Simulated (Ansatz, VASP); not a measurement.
**Two plane-wave programs on GeRh4N**

File INCAR:

```
ALGO = Normal
EDIFF = 1E-7
ENCUT = 520
GGA = PE
ISIF = 2
ISMEAR = 0
ISPIN = 2
LASPH = T
LCHARG = F
LMAXMIX = 4
LORBIT = 11
LREAL = F
LWAVE = F
MAGMOM = 0 1 1 1 1 0
NBANDS = 52
NELM = 150
PREC = Accurate
SIGMA = 0.1
```

Contents of KPOINTS:

```
k-points
0
Gamma
  4 4 4
```

The input POSCAR:

```
GeRh4N
1.0
    4.3281607200      0.0000000000      0.0000000000
    0.0000000000      4.3281607200      0.0000000000
    0.0000000000      0.0000000000      6.3924217900
Ge Rh N
1 4 1
Direct
    0.0000000000      0.0000000000      0.0000000000
    0.0000000000      0.0000000000      0.6580420000
    0.5000000000      0.0000000000      0.0000000000
    0.0000000000      0.5000000000      0.0000000000
    0.0000000000      0.0000000000      0.3419580000
    0.5000000000      0.5000000000      0.5000000000
```

Input for Ansatz:

```yaml
crystal:
  lattice:
    - [4.32816072, 0.0, 0.0]
    - [0.0, 4.32816072, 0.0]
    - [0.0, 0.0, 6.39242179]
  atoms:
    - { symbol: Ge, position: [0.0, 0.0, 0.0] }
    - { symbol: Rh, position: [0.0, 0.0, 0.658042], spin: 1.0 }
    - { symbol: Rh, position: [0.5, 0.0, 0.0], spin: 1.0 }
    - { symbol: Rh, position: [0.0, 0.5, 0.0], spin: 1.0 }
    - { symbol: Rh, position: [0.0, 0.0, 0.341958], spin: 1.0 }
    - { symbol: "N", position: [0.5, 0.5, 0.5] }
basis:
  ecutwfc: 420
kpoints:
  mp_grid: { grid: [4, 4, 4] }
hamiltonian:
  xc: pbe
scf:
  occupations: { method: gaussian, width: 0.1 }
  lower_state_search: "off"
output:
  forces: true
  stress: true
  eigenvalues: true
  populations: true
magnetization:
  spin_polarized: true
```

Alike in both runs: task single point; functional PBE; k mesh 4 × 4 × 4; occupations gaussian, width 0.1 eV; collinear spin.

```csv
,VASP,Ansatz
version,VASP 6.6.1,Ansatz 0.2.0
potentials or method,"VASP PAW PBE potentials, release 64 (Ge_d, Rh_pv, N), cutoff 520 eV","scalar-relativistic, plane waves, PAW"
valence electrons in the cell,79,87
```

```csv
,VASP,Ansatz,Ansatz less VASP
gap on the k mesh at the Fermi level (eV),none,none,-
pressure (GPa),17.2,18.7,+1.50
"traceless stress, the component that is largest in VASP (GPa)",19.46,14.97,-4.489
rms of the force components (eV/Å),1.635,1.402,-0.2336
net moment per atom (μB),0.00,0.39,+0.387
size of the moment on the site where the two differ most (μB),0.00,2.13,+2.134
```

The net moments are unlike, so the other rows may belong to different states. Site moments also hang on the region over which each program counts them. Atom by atom the forces differ by 0.234 eV/Å (rms over components). A gap of «none» marks a metal or a gap that the smearing closes. VASP's potentials hold 79 valence electrons a cell and Ansatz's 87, so a difference there can come from the potentials and not from the codes.

The k mesh is coarse, so the values compare programs but aren't converged.
